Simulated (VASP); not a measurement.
Set up this calculation in VASP 6.6.1, as the native input.

| Item | Value |
| --- | --- |
| Task | single point |
| Functional | LDA |
| Potentials or basis | VASP PAW LDA potentials, release 64 (Bi_d) |
| Cutoff | 520 eV |
| k mesh | 12 × 12 × 12 |
| Occupations | gaussian, width 0.1 eV |
| Spin | no spin polarisation |
| Dipole correction | no |
| Further INCAR settings | ALGO = Fast; EDIFF = 1e-06; NBANDS = 22 |

The structure of Bi lies in POSCAR:

```
Bi
1.0
    2.2466390748      1.2970976746      3.8331427145
   -2.2466390748      1.2970976746      3.8331427145
    0.0000000000     -2.5941953492      3.8331427145
Bi
2
Direct
    0.2371891778      0.2371891778      0.2371891778
    0.7628108222      0.7628108222      0.7628108222
```

These files were run (other wordings do the same):

INCAR

```
SYSTEM = Bi
  PREC = Accurate
  ENCUT = 520
  EDIFF = 1E-6
  ISMEAR = 0
  SIGMA = 0.1
  LREAL = .FALSE.
  LASPH = .TRUE.
  NELM = 100
  ALGO = Fast
  ISIF = 2
  LWAVE = .FALSE.
  LCHARG = .FALSE.
  GGA = CA
  NBANDS = 22
```

KPOINTS

```
regular mesh
0
G
  12 12 12
  0 0 0
```

Potentials or basis: VASP PAW LDA potentials, release 64 (Bi_d).

The run is started by

```bash
$ cat potpaw_LDA.64/Bi_d/POTCAR > POTCAR
$ mpirun -np 1 vasp_std > vasp.out
```

It gave:

| Item | Value |
| --- | --- |
| Pressure | 0.1 GPa |
| Largest force | 0.020 eV/Å |
| Band gap on the k mesh | zero (band 15 reaches 6.61 eV, above the bottom of band 16 at 6.41 eV) |

Caveat: spin-orbit coupling is left out, which moves the levels of the heavy elements.

Run time: 2.3 min on 1 thread of Intel(R) Xeon(R) 6975P-C (Granite Rapids), on a shared host, peak memory 0.32 GiB.
